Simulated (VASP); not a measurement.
A run of VASP 6.6.1 is set up as follows.

Contents of INCAR:

```
  PREC = Accurate
  ENCUT = 520
  EDIFF = 1E-6
  ISMEAR = 0
  SIGMA = 0.05
  LREAL = F
  LASPH = T
  NELM = 60
  ALGO = Normal
  ISIF = 2
  LWAVE = F
  LCHARG = T
  LDIPOL = T
  IDIPOL = 3
  DIPOL = 0.5 0.5 0.390
  GGA = PE
  IVDW = 12
  LELF = T
  LVHAR = T
  LVACPOTAV = T
  NBANDS = 30
```

The input KPOINTS:

```
regular mesh
0
Gamma
  8 6 1
```

The input POSCAR:

```
P
1.0
    3.2961869629      0.0000000000      0.0000000000
    0.0000000000      4.4391557027      0.0000000000
    0.0000000000      0.0000000000     21.7461973615
P
8
Direct
    0.5000000000      0.9174951453      0.2069327306
    0.0000000000      0.5825048547      0.2069327306
    0.5000000000      0.0825048547      0.3045635322
    0.0000000000      0.4174951453      0.3045635322
    0.7500000000      0.4575048547      0.4751680723
    1.2500000000      0.7924951453      0.4751680723
    0.7500000000      1.2924951453      0.5727988740
    1.2500000000      0.9575048547      0.5727988740
```

Potentials or basis: VASP PAW PBE potentials, release 64 (P).

Command:

```sh
$ cat potpaw_PBE.64/P/POTCAR > POTCAR
$ mpirun -np 1 vasp_std > vasp.out
```

(1) What does it give for the dispersion energy per atom?

(2) Estimate the band gap on the k mesh.

Answers

(1) -0.285 eV.

(2) 0.47 eV.

Caveat: the cell differs from its parent crystal (layers slid over each other).
